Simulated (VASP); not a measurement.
# InP (I4/mmm) in VASP: notebook

InP is run at these levels: PBE; tasks: single point.

All numbers are computed with VASP 6.6.1; they aren't measurements. Logs are shortened: lines on timing, memory, paths and dates and some standing lists are left out, and cuts for length are marked.

## Step 1: The cell of the first run

Symmetry: I4/mmm, No. 139, tetragonal system. The conventional cell has a = 3.918 Å, b = 3.918 Å, c = 5.707 Å, α = 90.00°, β = 90.00°, γ = 90.00°. Within 3.7 Å of In (site symmetry 4/mmm) lie 6 P at 2.77 to 2.85 Å. Within 3.7 Å of P (site symmetry 4/mmm) lie 6 In at 2.77 to 2.85 Å.

## Step 2: Single point, PBE (strain +0.0300 x Voigt [0, 0, 1, 0, 0, 0])

Contents of INCAR:

```
  PREC = Accurate
  ENCUT = 520
  EDIFF = 1E-6
  ISMEAR = 0
  SIGMA = 0.15
  LREAL = False
  LASPH = True
  NELM = 60
  ALGO = Normal
  ISIF = 2
  LWAVE = False
  LCHARG = True
  GGA = PE
  LELF = True
  LVHAR = True
  NBANDS = 16
```

Contents of KPOINTS:

```
Automatic mesh
0
Gamma
  18 18 18
```

Contents of POSCAR:

```
InP
1.0
    0.0000000000      2.7701604164      2.8532652289
    2.7701604164      0.0000000000      2.8532652289
    2.7701604164      2.7701604164      0.0000000000
In P
1 1
Direct
    0.0000000000      0.0000000000      0.0000000000
    0.5000000000      0.5000000000      0.5000000000
```

Potentials or basis: VASP PAW PBE potentials, release 64 (In_d, P).

Run with:

```console
> cat potpaw_PBE.64/In_d/POTCAR potpaw_PBE.64/P/POTCAR > POTCAR
> mpirun -np 1 vasp_std > vasp.out
```

OUTCAR:

```text
PREC = Accurate
   ENCUT = 520
   EDIFF = 1E-6
   ISMEAR = 0
   LREAL = False
   LASPH = True
   NELM = 60
   ISIF = 2
   GGA = PE

 ion  position               nearest neighbor table
   1  0.000  0.000  0.000-   2 2.77   2 2.77   2 2.77   2 2.77   2 2.85   2 2.85
   2  0.500  0.500  0.500-   1 2.77   1 2.77   1 2.77   1 2.77   1 2.85   1 2.85

  LATTYP: Found a body centered tetragonal cell.
 ALAT       =     3.9175984308
 C/A-ratio  =     1.4566399692

  Lattice vectors:

 A1 = (  -2.7701604164,   0.0000000000,   2.8532652289)
 A2 = (   2.7701604164,   0.0000000000,   2.8532652289)
 A3 = (   0.0000000000,   2.7701604164,  -2.8532652289)

Analysis of symmetry for initial positions (statically):
=====================================================================
 Subroutine PRICEL returns:
 Original cell was already a primitive cell.

 Routine SETGRP: Setting up the symmetry group for a
 body centered tetragonal supercell.

 Subroutine GETGRP returns: Found 16 space group operations
 (whereof 16 operations were pure point group operations)
 out of a pool of 16 trial point group operations.

The static configuration has the point symmetry D_4h.

Analysis of symmetry for dynamics (positions and initial velocities):
=====================================================================
 Subroutine PRICEL returns:
 Original cell was already a primitive cell.

 Routine SETGRP: Setting up the symmetry group for a
 body centered tetragonal supercell.

 Subroutine GETGRP returns: Found 16 space group operations
 (whereof 16 operations were pure point group operations)
 out of a pool of 16 trial point group operations.

The dynamic configuration has the point symmetry D_4h.

 Subroutine INISYM returns: Found 16 space group operations
 (whereof 16 operations are pure point group operations),
 and found     1 'primitive' translations

----------------------------------------------------------------------------------------

                                     Primitive cell

  volume of cell :      43.7907

  direct lattice vectors                    reciprocal lattice vectors
     0.000000000  2.770160416  2.853265229    -0.180494962  0.180494962  0.175237828
     2.770160416  0.000000000  2.853265229     0.180494962 -0.180494962  0.175237828
     2.770160416  2.770160416  0.000000000     0.180494962  0.180494962 -0.175237828

  length of vectors
     3.976796600  3.976796600  3.917598431     0.309620993  0.309620993  0.309620993

  position of ions in fractional coordinates (direct lattice)
     0.000000000  0.000000000  0.000000000
     0.500000000  0.500000000  0.500000000

  ion indices of the primitive-cell ions
   primitive index   ion index
                 1           1
                 2           2

----------------------------------------------------------------------------------------

 KPOINTS: Automatic mesh

Automatic generation of k-mesh.
 Grid dimensions read from file:
 generate k-points for:   18   18   18

 Generating k-lattice:

  Cartesian coordinates                     Fractional coordinates (reciprocal lattice)
    -0.010027498  0.010027498  0.009735435     0.055555556  0.000000000  0.000000000
     0.010027498 -0.010027498  0.009735435     0.000000000  0.055555556  0.000000000
     0.010027498  0.010027498 -0.009735435     0.000000000  0.000000000  0.055555556

  Length of vectors
     0.017201166  0.017201166  0.017201166

  Shift w.r.t. Gamma in fractional coordinates (k-lattice)
     0.000000000  0.000000000  0.000000000

 Subroutine IBZKPT returns following result:
 ===========================================

 Found    480 irreducible k-points:

 Following reciprocal coordinates:
            Coordinates               Weight
  0.000000  0.000000  0.000000      1.000000
  0.055556  0.000000  0.000000      8.000000
  0.111111  0.000000  0.000000      8.000000
  0.166667 -0.000000  0.000000      8.000000
  0.222222  0.000000  0.000000      8.000000
  0.277778 -0.000000  0.000000      8.000000
[... 16 lines left out ...]
 -0.277778  0.055556  0.000000      8.000000
 -0.222222  0.055556  0.000000      8.000000
 [... further k-points ...]
   k-points           NKPTS =    480   k-points in BZ     NKDIM =    480   number of bands    NBANDS=     16
   number of dos      NEDOS =    301   number of ions     NIONS =      2
   total plane-waves  NPLWV =  27000
   dimension x,y,z NGX =    30 NGY =   30 NGZ =   30
   dimension x,y,z NGXF=    60 NGYF=   60 NGZF=   60
   ions per type =               1   1
   NGX,Y,Z   is equivalent  to a cutoff of  12.54, 12.54, 12.73 a.u.
   NGXF,Y,Z  is equivalent  to a cutoff of  25.08, 25.08, 25.46 a.u.
 SYSTEM =  unknown system
   PREC   = accura    normal or accurate (medium, high low for compatibility)
   ISTART =      0    job   : 0-new  1-cont  2-samecut
   ICHARG =      2    charge: 1-file 2-atom 10-const
   ISPIN  =      1    spin polarized calculation?
   LNONCOLLINEAR =      F non collinear calculations
   LSORBIT =      F    spin-orbit coupling
   LASPH  =      T    aspherical Exc in radial PAW
   ENCUT  =  520.0 eV  38.22 Ry    6.18 a.u.   7.39  7.39  7.28*2*pi/ulx,y,z
   NELM   =     60;   NELMIN=  2; NELMDL= -5     # of ELM steps
   EDIFF  = 0.1E-05   stopping-criterion for ELM
   LREAL  =      F    real-space projection
   EDIFFG = 0.1E-04   stopping-criterion for IOM
   NSW    =      0    number of steps for IOM
   IBRION =     -1    ionic relax: 0-MD 1-quasi-New 2-CG
   NFREE  =      0    steps in history (QN), initial steepest desc. (CG)
   ISIF   =      2    stress and relaxation
   ISYM   =      2    0-nonsym 1-usesym 2-fastsym
   POTIM  = 0.5000    time-step for ionic-motion
   TEBEG  =    0.0;   TEEND  =   0.0 temperature during run
   PSTRESS=    0.0 pullay stress
   NELECT =      18.0000    total number of electrons
   NUPDOWN=      -1.0000    fix difference up-down
   EMIN   =  10.00;   EMAX   =-10.00  energy-range for DOS
   EFERMI =   0.00;   METHOD = LEGACY
   ISMEAR =     0;   SIGMA  =   0.15  broadening in eV -4-tet -1-fermi 0-gaus
   EFERMI_NEDOS =   21; number of points for ismear=-14 and -15
   IALGO  =     38    algorithm
   IMIX   =      4    mixing-type and parameters
     AMIX     =   0.40;   BMIX     =  1.00
     AMIX_MAG =   1.60;   BMIX_MAG =  1.00
  volume/ion in A,a.u.               =      21.90       147.76
  Fermi-wavevector in a.u.,A,eV,Ry     =   1.217227  2.300226 20.158966  1.481642
  Thomas-Fermi vector in A             =   2.352555
   LORBIT       =      0    0 simple, 1 ext, 2 COOP (PROOUT), +10 PAW based schemes
   GGA     = PE    functional components
   LHFCALC =     F    Hartree Fock is set to
   AEXX    =    0.0000 exact exchange contribution
   IVDW    =     0    specifies the selected vdW correction
   LEPSILON=     F    determine dielectric tensor
   LRPA    =     F    only Hartree local field effects (RPA)
 non-spin polarized calculation
 Gauss-broadening in eV      SIGMA  =   0.15
  energy-cutoff  :      520.00
  volume of cell :       43.79
 maximum number of plane-waves:      1209
 NGX is ok and might be reduce to    30
   NGX = 15   NGY = 15   NGZ = 15

 number of electron      18.0000002 magnetization

 Free energy of the ion-electron system (eV)
  ---------------------------------------------------
  ext. energy  EPLUGINS =         0.00000000
  ---------------------------------------------------
  free energy    TOTEN  =        -7.90624627 eV

  energy without entropy =       -7.89207592  energy(sigma->0) =       -7.89916109

 E-fermi :   6.6663     XC(G=0): -10.2526

 val. band max:        6.6631886436   @ k =   0.3333  -0.0000   0.0000
 cond. band min:       6.6669166615   @ k =  -0.2778   0.2222   0.0000
 fundamental gap:      0.0037280178
 Fermi energy:         6.6663305294

 k-point     1 :       0.0000    0.0000    0.0000
  band No.  band energies     occupation
      1      -7.5210      2.00000
      2      -7.5194      2.00000
      3      -7.5087      2.00000
      4      -7.4959      2.00000
      5      -7.4959      2.00000
      6      -5.1231      2.00000
[... 8 lines left out ...]
     15      15.2503      0.00000
     16      15.2503      0.00000

 k-point     2 :       0.0556    0.0000    0.0000
  band No.  band energies     occupation
      1      -7.5218      2.00000
      2      -7.5207      2.00000
      3      -7.5073      2.00000
      4      -7.4955      2.00000
      5      -7.4943      2.00000
      6      -5.0861      2.00000
[... 8 lines left out ...]
     15      14.8310      0.00000
     16      15.1371      0.00000

 k-point     3 :       0.1111    0.0000    0.0000
  band No.  band energies     occupation
      1      -7.5253      2.00000
      2      -7.5252      2.00000
      3      -7.5037      2.00000
      4      -7.4930      2.00000
      5      -7.4892      2.00000
      6      -4.9757      2.00000
[... 8 lines left out ...]
     15      14.4810      0.00000
     16      14.9953      0.00000

 k-point     4 :       0.1667   -0.0000    0.0000
  band No.  band energies     occupation
      1      -7.5328      2.00000
      2      -7.5316      2.00000
      3      -7.5015      2.00000
      4      -7.4851      2.00000
      5      -7.4806      2.00000
      6      -4.7941      2.00000
[... 8 lines left out ...]
     15      14.6725      0.00000
     16      14.8959      0.00000

 k-point     5 :       0.2222    0.0000    0.0000
  band No.  band energies     occupation
      1      -7.5426      2.00000
      2      -7.5398      2.00000
      3      -7.5018      2.00000
      4      -7.4724      2.00000
      5      -7.4696      2.00000
      6      -4.5461      2.00000
[... 8 lines left out ...]
     15      15.0827      0.00000
     16      15.0928      0.00000

 k-point     6 :       0.2778   -0.0000    0.0000
  band No.  band energies     occupation
      1      -7.5531      2.00000
      2      -7.5486      2.00000
      3      -7.5031      2.00000
      4      -7.4580      2.00000
      5      -7.4576      2.00000
      6      -4.2413      2.00000
[... 8 lines left out ...]
     15      15.6178      0.00000
     16      15.6587      0.00000

 k-point     7 :       0.3333   -0.0000    0.0000
  band No.  band energies     occupation
      1      -7.5631      2.00000
      2      -7.5570      2.00000
      3      -7.5048      2.00000
      4      -7.4462      2.00000
      5      -7.4443      2.00000
      6      -3.8978      2.00000
[... 8 lines left out ...]
     15      16.2418      0.00000
     16      16.3336      0.00000

 k-point     8 :       0.3889    0.0000    0.0000
  band No.  band energies     occupation
      1      -7.5713      2.00000
      2      -7.5639      2.00000
      3      -7.5064      2.00000
      4      -7.4370      2.00000
      5      -7.4330      2.00000
      6      -3.5513      2.00000
[... 8 lines left out ...]
     15      16.9069      0.00000
     16      17.0551      0.00000

 k-point     9 :       0.4444    0.0000    0.0000
  band No.  band energies     occupation
      1      -7.5766      2.00000
      2      -7.5684      2.00000
      3      -7.5076      2.00000
      4      -7.4309      2.00000
      5      -7.4256      2.00000
      6      -3.2698      2.00000
[... 8 lines left out ...]
     15      17.5046      0.00000
     16      17.7028      0.00000
[... 172 lines left out ...]
 k-point    19 :       0.5000    0.0556    0.0000
  band No.  band energies     occupation
      1      -7.5753      2.00000
      2      -7.5753      2.00000
      3      -7.5061      2.00000
      4      -7.4282      2.00000
      5      -7.4274      2.00000
      6      -3.1388      2.00000
[... 8 lines left out ...]
     15      17.8132      0.00000
     16      18.3184      0.00000

 k-point    20 :      -0.4444    0.0556    0.0000
  band No.  band energies     occupation
      1      -7.5767      2.00000
      2      -7.5724      2.00000
      3      -7.5061      2.00000
      4      -7.4304      2.00000
      5      -7.4259      2.00000
      6      -3.1719      2.00000
[... 8 lines left out ...]
     15      17.4324      0.00000
     16      18.4994      0.00000

 k-point    21 :      -0.3889    0.0556    0.0000
  band No.  band energies     occupation
      1      -7.5745      2.00000
      2      -7.5666      2.00000
      3      -7.5054      2.00000
      4      -7.4365      2.00000
      5      -7.4293      2.00000
      6      -3.4054      2.00000
[... 8 lines left out ...]
     15      16.7787      0.00000
     16      18.0988      0.00000

 k-point    22 :      -0.3333    0.0556    0.0000
  band No.  band energies     occupation
      1      -7.5690      2.00000
      2      -7.5584      2.00000
      3      -7.5043      2.00000
      4      -7.4458      2.00000
      5      -7.4371      2.00000
      6      -3.7388      2.00000
[... 8 lines left out ...]
     15      16.0844      0.00000
     16      17.4036      0.00000

 k-point    23 :      -0.2778    0.0556    0.0000
  band No.  band energies     occupation
      1      -7.5608      2.00000
      2      -7.5488      2.00000
      3      -7.5028      2.00000
      4      -7.4570      2.00000
      5      -7.4485      2.00000
      6      -4.0894      2.00000
[... 8 lines left out ...]
     15      15.4422      0.00000
     16      16.6688      0.00000

 k-point    24 :      -0.2222    0.0556    0.0000
  band No.  band energies     occupation
      1      -7.5512      2.00000
      2      -7.5391      2.00000
      3      -7.5013      2.00000
      4      -7.4687      2.00000
      5      -7.4621      2.00000
      6      -4.4115      2.00000
[... 8 lines left out ...]
     15      14.9465      0.00000
     16      15.9970      0.00000

 [... further k-points ...]

------------------------ aborting loop because EDIFF is reached ----------------------------------------

  FORCE on cell =-STRESS in cart. coord.  units (eV):
  Direction    XX          YY          ZZ          XY          YZ          ZX
  --------------------------------------------------------------------------------------
  -------------------------------------------------------------------------------------
  Total       -0.3043929     -0.3043929     -0.9954035      0.0000000     -0.0000000     -0.0000000
  in kB      -11.1368710    -11.1368710    -36.4189785      0.0000000     -0.0000000     -0.0000000
  external PRESSURE =     -19.5642402 kB  Pullay stress =       0.0000000 kB

 VOLUME and BASIS-vectors are now :
 -----------------------------------------------------------------------------
  energy-cutoff  :      520.00
  volume of cell :       43.79
      direct lattice vectors                 reciprocal lattice vectors
     0.000000000  2.770160416  2.853265229    -0.180494962  0.180494962  0.175237828
     2.770160416  0.000000000  2.853265229     0.180494962 -0.180494962  0.175237828
     2.770160416  2.770160416  0.000000000     0.180494962  0.180494962 -0.175237828

 POSITION                                       TOTAL-FORCE (eV/Angst)
 -----------------------------------------------------------------------------------
      0.00000      0.00000      0.00000        -0.000000      0.000000      0.000000
      2.77016      2.77016      2.85327         0.000000     -0.000000      0.000000
 -----------------------------------------------------------------------------------
    total drift:                               -0.000000      0.000000      0.000000

  FREE ENERGIE OF THE ION-ELECTRON SYSTEM (eV)
  ---------------------------------------------------
  free  energy   TOTEN  =        -7.9062462667 eV

  energy  without entropy=       -7.8920759191  energy(sigma->0) =       -7.89916109
```

It took 7.7 min on 1 thread of Intel Xeon 8259CL, shared host; peak memory 0.44 GiB.

Results:

```
Free energy            : -7.9062 eV
Pressure               : -2.0 GPa
Band gap on the k mesh : zero (bands 9 and 10 overlap by 2.49 eV)
```

Stress tensor (GPa, compression positive):
```
-1.11  0.00  0.00
 0.00 -1.11  0.00
 0.00  0.00 -3.64
```

Caveat: the cell differs from its parent crystal (strain +0.0300 x Voigt [0, 0, 1, 0, 0, 0]); spin-orbit coupling is left out, which moves the levels of the heavy elements.

## Step 3: Single point, PBE (strain +0.0400 x Voigt [0, 0, 1, 0, 0, 0])

Contents of INCAR:

```
  PREC = Accurate
  ENCUT = 520
  EDIFF = 1E-6
  ISMEAR = 0
  SIGMA = 0.15
  LREAL = False
  LASPH = True
  NELM = 100
  ALGO = Normal
  ISIF = 2
  LWAVE = False
  LCHARG = False
  GGA = PE
  NBANDS = 16
```

Contents of KPOINTS:

```
regular mesh
0
Gamma
  18 18 18
```

Contents of POSCAR:

```
InP
1.0
    0.0000000000      2.7701604164      2.8809668331
    2.7701604164      0.0000000000      2.8809668331
    2.7701604164      2.7701604164      0.0000000000
In P
1 1
Direct
    0.0000000000      0.0000000000      0.0000000000
    0.5000000000      0.5000000000      0.5000000000
```

Potentials or basis: VASP PAW PBE potentials, release 64 (In_d, P).

Run with:

```console
> cat potpaw_PBE.64/In_d/POTCAR potpaw_PBE.64/P/POTCAR > POTCAR
> mpirun -np 1 vasp_std > vasp.out
```

Run time: 8 min. Hardware: 1 thread of Intel Xeon 8259CL, shared host; peak memory 0.44 GiB.

It converged, with:

```yaml
Free_energy: -7.8956 eV
Pressure: -2.5 GPa
Band_gap_on_the_k_mesh: zero (bands 9 and 10 overlap by 2.45 eV)
```

Stress tensor (GPa, compression positive):
```
-1.45  0.00  0.00
 0.00 -1.45  0.00
 0.00  0.00 -4.54
```

Levels at points of the mesh, in eV from the Fermi level:
```csv
k point,band 7,band 8,band 9,band 10,band 11,band 12
"(0.00, 0.00, 0.00)",-0.38,-0.38,-0.04,0.21,6.91,7.19
"(0.50, 0.00, 0.00)",-6.43,0.03,0.22,2.40,3.33,3.57
"(0.50, 0.50, 0.00)",-4.69,-2.28,-2.11,-2.11,4.03,9.55
"(0.50, 0.00, 0.50)",-4.71,-2.66,-2.48,-2.03,3.87,8.90
```

Caveat: the cell differs from its parent crystal (strain +0.0400 x Voigt [0, 0, 1, 0, 0, 0]); spin-orbit coupling is left out, which moves the levels of the heavy elements.
